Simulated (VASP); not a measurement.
# Ge (I4_1/amd) in VASP: relaxation of cell and atoms with LDA

Aim: the relaxation of cell and atoms of Ge with LDA.

Everything below comes from runs of VASP 6.6.1. Logs are shortened: lines on timing, memory, paths and dates and some standing lists are left out, and cuts for length are marked.

## (1) The cell of the first run

The structure is tetragonal, space group I4_1/amd (No. 141). The conventional cell has a = 5.055 Å, b = 5.055 Å, c = 2.757 Å, α = 90.00°, β = 90.00°, γ = 90.00°. Ge (site symmetry -4m2) has 10 Ge at 2.62 to 3.27 Å within 3.5 Å.

## (2) Relaxation of cell and atoms, LDA, target pressure 1.5 GPa, at which the enthalpy is minimised

INCAR reads:

```
PREC = Accurate ; ENCUT = 600
EDIFF = 1E-7 ; ISMEAR = -1
SIGMA = 0.08 ; LREAL = False
LASPH = True ; NELM = 60
ALGO = Normal ; ISIF = 3
LWAVE = False ; LCHARG = False
IBRION = 2 ; NSW = 32
EDIFFG = -0.005 ; PSTRESS = 15.0
```

KPOINTS reads:

```
regular mesh
0
Gamma
  15 15 15
```

POSCAR reads:

```
Ge
1.0
   -2.5276814559      2.5276814559      1.3783401721
    2.5276814559     -2.5276814559      1.3783401721
    2.5276814559      2.5276814559     -1.3783401721
Ge
2
Direct
   -0.3750000000     -0.1250000000     -0.2500000000
    0.3750000000      0.1250000000      0.2500000000
```

Potentials or basis: VASP PAW LDA potentials, release 64 (Ge_d).

Command:

```
> cat potpaw_LDA.64/Ge_d/POTCAR > POTCAR
> mpirun -np 1 vasp_std > vasp.out
```

OUTCAR:

```text
PREC = Accurate
   ENCUT = 600
   EDIFF = 1E-7
   ISMEAR = -1
   LREAL = False
   LASPH = True
   NELM = 60
   ISIF = 3
   IBRION = 2
   NSW = 32
   EDIFFG = -0.005
   PSTRESS = 15.0

 ion  position               nearest neighbor table
   1  0.625  0.875  0.750-   2 2.62   2 2.62   2 2.62   2 2.62
   2  0.375  0.125  0.250-   1 2.62   1 2.62   1 2.62   1 2.62

  LATTYP: Found a body centered tetragonal cell.
 ALAT       =     5.0553629118
 C/A-ratio  =     0.5452982095

  Lattice vectors:

 A1 = (  -2.5276814559,   2.5276814559,   1.3783401721)
 A2 = (   2.5276814559,  -2.5276814559,   1.3783401721)
 A3 = (   2.5276814559,   2.5276814559,  -1.3783401721)

Analysis of symmetry for initial positions (statically):
=====================================================================
 Subroutine PRICEL returns:
 Original cell was already a primitive cell.

 Routine SETGRP: Setting up the symmetry group for a
 body centered tetragonal supercell.

 Subroutine GETGRP returns: Found 16 space group operations
 (whereof  4 operations were pure point group operations)
 out of a pool of 16 trial point group operations.

The static configuration has the point symmetry C_2h.
 The point group associated with its full space group is D_4h.

Analysis of symmetry for dynamics (positions and initial velocities):
=====================================================================
 Subroutine PRICEL returns:
 Original cell was already a primitive cell.

 Routine SETGRP: Setting up the symmetry group for a
 body centered tetragonal supercell.

 Subroutine GETGRP returns: Found 16 space group operations
 (whereof  4 operations were pure point group operations)
 out of a pool of 16 trial point group operations.

The dynamic configuration has the point symmetry C_2h.
 The point group associated with its full space group is D_4h.

 Subroutine INISYM returns: Found 16 space group operations
 (whereof  4 operations are pure point group operations),
 and found     1 'primitive' translations

----------------------------------------------------------------------------------------

                                     Primitive cell

  volume of cell :      35.2258

  direct lattice vectors                    reciprocal lattice vectors
    -2.527681456  2.527681456  1.378340172     0.000000000  0.197809735  0.362755153
     2.527681456 -2.527681456  1.378340172     0.197809735  0.000000000  0.362755153
     2.527681456  2.527681456 -1.378340172     0.197809735  0.197809735  0.000000000

  length of vectors
     3.831209824  3.831209824  3.831209824     0.413182759  0.413182759  0.279745211

  position of ions in fractional coordinates (direct lattice)
     0.625000000  0.875000000  0.750000000
     0.375000000  0.125000000  0.250000000

  ion indices of the primitive-cell ions
   primitive index   ion index
                 1           1
                 2           2

----------------------------------------------------------------------------------------

 KPOINTS: regular mesh

Automatic generation of k-mesh.
 Grid dimensions read from file:
 generate k-points for:   15   15   15

 Generating k-lattice:

  Cartesian coordinates                     Fractional coordinates (reciprocal lattice)
     0.000000000  0.013187316  0.024183677     0.066666667  0.000000000 -0.000000000
     0.013187316  0.000000000  0.024183677     0.000000000  0.066666667 -0.000000000
     0.013187316  0.013187316  0.000000000     0.000000000  0.000000000  0.066666667

  Length of vectors
     0.027545517  0.027545517  0.018649681

  Shift w.r.t. Gamma in fractional coordinates (k-lattice)
     0.000000000  0.000000000  0.000000000

 Subroutine IBZKPT returns following result:
 ===========================================

 Found    288 irreducible k-points:

 Following reciprocal coordinates:
            Coordinates               Weight
  0.000000  0.000000  0.000000      1.000000
  0.066667 -0.000000  0.000000      8.000000
  0.133333  0.000000  0.000000      8.000000
  0.200000  0.000000 -0.000000      8.000000
  0.266667  0.000000  0.000000      8.000000
  0.333333  0.000000 -0.000000      8.000000
[... 16 lines left out ...]
  0.133333  0.133333  0.000000      8.000000
  0.200000  0.133333 -0.000000     16.000000
 [... further k-points ...]
   k-points           NKPTS =    288   k-points in BZ     NKDIM =    288   number of bands    NBANDS=     18
   number of dos      NEDOS =    301   number of ions     NIONS =      2
   total plane-waves  NPLWV =  32768
   dimension x,y,z NGX =    32 NGY =   32 NGZ =   32
   dimension x,y,z NGXF=    64 NGYF=   64 NGZF=   64
   ions per type =               2
   NGX,Y,Z   is equivalent  to a cutoff of  13.89, 13.89, 13.89 a.u.
   NGXF,Y,Z  is equivalent  to a cutoff of  27.77, 27.77, 27.77 a.u.
 SYSTEM =  unknown system
   PREC   = accura    normal or accurate (medium, high low for compatibility)
   ISTART =      0    job   : 0-new  1-cont  2-samecut
   ICHARG =      2    charge: 1-file 2-atom 10-const
   ISPIN  =      1    spin polarized calculation?
   LNONCOLLINEAR =      F non collinear calculations
   LSORBIT =      F    spin-orbit coupling
   LASPH  =      T    aspherical Exc in radial PAW
   ENCUT  =  600.0 eV  44.10 Ry    6.64 a.u.   7.65  7.65  7.65*2*pi/ulx,y,z
   NELM   =     60;   NELMIN=  2; NELMDL= -5     # of ELM steps
   EDIFF  = 0.1E-06   stopping-criterion for ELM
   LREAL  =      F    real-space projection
   EDIFFG = -.5E-02   stopping-criterion for IOM
   NSW    =     32    number of steps for IOM
   IBRION =      2    ionic relax: 0-MD 1-quasi-New 2-CG
   NFREE  =      1    steps in history (QN), initial steepest desc. (CG)
   ISIF   =      3    stress and relaxation
   ISYM   =      2    0-nonsym 1-usesym 2-fastsym
   POTIM  = 0.5000    time-step for ionic-motion
   TEBEG  =    0.0;   TEEND  =   0.0 temperature during run
   PSTRESS=   15.0 pullay stress
   NELECT =      28.0000    total number of electrons
   NUPDOWN=      -1.0000    fix difference up-down
   EMIN   =  10.00;   EMAX   =-10.00  energy-range for DOS
   EFERMI =   0.00;   METHOD = LEGACY
   ISMEAR =    -1;   SIGMA  =   0.08  broadening in eV -4-tet -1-fermi 0-gaus
   EFERMI_NEDOS =   21; number of points for ismear=-14 and -15
   IALGO  =     38    algorithm
   IMIX   =      4    mixing-type and parameters
     AMIX     =   0.40;   BMIX     =  1.00
     AMIX_MAG =   1.60;   BMIX_MAG =  1.00
  volume/ion in A,a.u.               =      17.61       118.86
  Fermi-wavevector in a.u.,A,eV,Ry     =   1.516493  2.865757 31.290022  2.299752
  Thomas-Fermi vector in A             =   2.625876
   LORBIT       =      0    0 simple, 1 ext, 2 COOP (PROOUT), +10 PAW based schemes
   GGA     = CA    functional components
   LHFCALC =     F    Hartree Fock is set to
   AEXX    =    0.0000 exact exchange contribution
   IVDW    =     0    specifies the selected vdW correction
   LEPSILON=     F    determine dielectric tensor
   LRPA    =     F    only Hartree local field effects (RPA)
 conjugate gradient relaxation of ions
 non-spin polarized calculation
  energy-cutoff  :      600.00
  volume of cell :       35.23
 maximum number of plane-waves:      1196
   NGX = 15   NGY = 15   NGZ = 15

--------------------------------------- Ionic step        1  -------------------------------------------

 number of electron      27.9999993 magnetization

 Free energy of the ion-electron system (eV)
  ---------------------------------------------------
  ext. energy  EPLUGINS =         0.00000000
  ---------------------------------------------------
  free energy    TOTEN  =       -10.03036507 eV

  energy without entropy =      -10.01476101  energy(sigma->0) =      -10.02256304

------------------------ aborting loop because EDIFF is reached ----------------------------------------

  FORCE on cell =-STRESS in cart. coord.  units (eV):
  Direction    XX          YY          ZZ          XY          YZ          ZX
  --------------------------------------------------------------------------------------
  -------------------------------------------------------------------------------------
  Total        0.3573365      0.3573365      0.3559738      0.0000000     -0.0000000      0.0000000
  in kB       16.2527507     16.2527507     16.1907699      0.0000000     -0.0000000      0.0000000
  external PRESSURE =       1.2320904 kB  Pullay stress =      15.0000000 kB

 VOLUME and BASIS-vectors are now :
 -----------------------------------------------------------------------------
  energy-cutoff  :      600.00
  volume of cell :       35.23
      direct lattice vectors                 reciprocal lattice vectors
    -2.527681456  2.527681456  1.378340172     0.000000000  0.197809735  0.362755153
     2.527681456 -2.527681456  1.378340172     0.197809735  0.000000000  0.362755153
     2.527681456  2.527681456 -1.378340172     0.197809735  0.197809735  0.000000000

 POSITION                                       TOTAL-FORCE (eV/Angst)
 -----------------------------------------------------------------------------------
      2.52768      1.26384      1.03376        -0.000000      0.000000     -0.000000
      0.00000      1.26384      0.34459         0.000000     -0.000000      0.000000
 -----------------------------------------------------------------------------------
    total drift:                                0.000000     -0.000000      0.000000

  FREE ENERGIE OF THE ION-ELECTRON SYSTEM (eV)
  ---------------------------------------------------
  free  energy   TOTEN  =       -10.0303650720 eV

  energy  without entropy=      -10.0147610125  energy(sigma->0) =      -10.02256304

  enthalpy is  TOTEN    =        -9.7005718190 eV   P V=        0.3297932530

--------------------------------------- Ionic step        2  -------------------------------------------

 number of electron      27.9999993 magnetization

 Free energy of the ion-electron system (eV)
  ---------------------------------------------------
  ext. energy  EPLUGINS =         0.00000000
  ---------------------------------------------------
  free energy    TOTEN  =       -10.03105404 eV

  energy without entropy =      -10.01543119  energy(sigma->0) =      -10.02324262

 E-fermi :   7.0690     XC(G=0): -11.8554

 val. band max:        7.0628222791   @ k =  -0.4000   0.4667   0.0667
 cond. band min:       7.0974264528   @ k =  -0.1333  -0.2000   0.1333
 fundamental gap:      0.0346041737
 Fermi energy:         7.0689890245

 k-point     1 :       0.0000    0.0000    0.0000
  band No.  band energies     occupation
      1     -17.8157      2.00000
      2     -17.7612      2.00000
      3     -17.7306      2.00000
      4     -17.7256      2.00000
      5     -17.6062      2.00000
      6     -17.6062      2.00000
[... 10 lines left out ...]
     17      14.9616      0.00000
     18      15.4436      0.00000

 k-point     2 :       0.0667   -0.0000    0.0000
  band No.  band energies     occupation
      1     -17.8137      2.00000
      2     -17.7545      2.00000
      3     -17.7279      2.00000
      4     -17.7174      2.00000
      5     -17.6121      2.00000
      6     -17.6114      2.00000
[... 10 lines left out ...]
     17      14.6448      0.00000
     18      14.9351      0.00000

 k-point     3 :       0.1333    0.0000    0.0000
  band No.  band energies     occupation
      1     -17.8076      2.00000
      2     -17.7364      2.00000
      3     -17.7202      2.00000
      4     -17.6961      2.00000
      5     -17.6248      2.00000
      6     -17.6191      2.00000
[... 412 lines left out ...]
 k-point    23 :       0.1333    0.1333    0.0000
  band No.  band energies     occupation
      1     -17.7938      2.00000
      2     -17.7028      2.00000
      3     -17.6932      2.00000
      4     -17.6574      2.00000
      5     -17.6430      2.00000
      6     -17.6337      2.00000
[... 10 lines left out ...]
     17      12.2439      0.00000
     18      12.7528      0.00000

 k-point    24 :       0.2000    0.1333   -0.0000
  band No.  band energies     occupation
      1     -17.7856      2.00000
      2     -17.6969      2.00000
      3     -17.6915      2.00000
      4     -17.6580      2.00000
      5     -17.6520      2.00000
      6     -17.6388      2.00000
[... 10 lines left out ...]
     17      11.5236      0.00000
     18      12.0244      0.00000

 [... further k-points ...]

------------------------ aborting loop because EDIFF is reached ----------------------------------------

  FORCE on cell =-STRESS in cart. coord.  units (eV):
  Direction    XX          YY          ZZ          XY          YZ          ZX
  --------------------------------------------------------------------------------------
  -------------------------------------------------------------------------------------
  Total        0.3318445      0.3318445      0.3310071      0.0000000     -0.0000000     -0.0000000
  in kB       15.0637482     15.0637482     15.0257365      0.0000000     -0.0000000     -0.0000000
  external PRESSURE =       0.0510776 kB  Pullay stress =      15.0000000 kB

 VOLUME and BASIS-vectors are now :
 -----------------------------------------------------------------------------
  energy-cutoff  :      600.00
  volume of cell :       35.29
      direct lattice vectors                 reciprocal lattice vectors
    -2.529360796  2.529360796  1.379210606     0.000000000  0.197678402  0.362526214
     2.529360796 -2.529360796  1.379210606     0.197678402  0.000000000  0.362526214
     2.529360796  2.529360796 -1.379210606     0.197678402  0.197678402  0.000000000

 POSITION                                       TOTAL-FORCE (eV/Angst)
 -----------------------------------------------------------------------------------
      2.52936      1.26468      1.03441         0.000000     -0.000000      0.000000
      0.00000      1.26468      0.34480        -0.000000      0.000000     -0.000000
 -----------------------------------------------------------------------------------
    total drift:                                0.000000     -0.000000      0.000000

  FREE ENERGIE OF THE ION-ELECTRON SYSTEM (eV)
  ---------------------------------------------------
  free  energy   TOTEN  =       -10.0310540437 eV

  energy  without entropy=      -10.0154311933  energy(sigma->0) =      -10.02324262

  enthalpy is  TOTEN    =        -9.7006138849 eV   P V=        0.3304401587

 reached required accuracy - stopping structural energy minimisation
```

Run time: 2.4 min. Hardware: 1 thread of Intel Xeon 6975P-C (Granite Rapids), shared host; peak memory 0.3 GiB.

Results:

```
Free energy                                                : -10.0311 eV
Relaxed volume                                             : 17.65 Å³/atom
Relaxed cell                                               : a = 3.834 Å, b = 3.834 Å, c = 3.834 Å, α = 97.44°, β = 97.44°, γ = 137.83°
Space group after relaxing (to 0.1 Å)                      : I4_1/amd (No. 141)
Energy change on relaxing (the run minimises the enthalpy) : -0.3 meV/atom
Ionic steps                                                : 2
Pressure after relaxing                                    : 1.5 GPa
Band gap on the k mesh                                     : zero (bands 14 and 15 overlap by 5.54 eV)
```

Step by step:
```csv
step,energy change (eV),largest force (eV/Å),pressure (GPa),volume (Å³)
1,0.0000,0.0000,1.62,35.23
2,-0.0007,0.0000,1.51,35.29
```

Final structure:
```cif
data_structure
_symmetry_space_group_name_H-M 'P 1'
_symmetry_Int_Tables_number 1
_cell_length_a 3.8337
_cell_length_b 3.8337
_cell_length_c 3.8337
_cell_angle_alpha 97.436
_cell_angle_beta 97.436
_cell_angle_gamma 137.830
_cell_volume 35.29
loop_
_atom_site_label
_atom_site_type_symbol
_atom_site_fract_x
_atom_site_fract_y
_atom_site_fract_z
_atom_site_occupancy
Ge1 Ge 0.62500 0.87500 0.75000 1
Ge2 Ge 0.37500 0.12500 0.25000 1
```

Levels at points of the mesh, in eV from the Fermi level:
```tsv
k point	band 12	band 13	band 14	band 15	band 16	band 17
(0.00, 0.00, 0.00)	-3.93	-2.45	-2.45	3.28	7.89	7.89
```

Caveat: the cell is relaxed towards a set pressure, so the run minimises the enthalpy, not the energy.
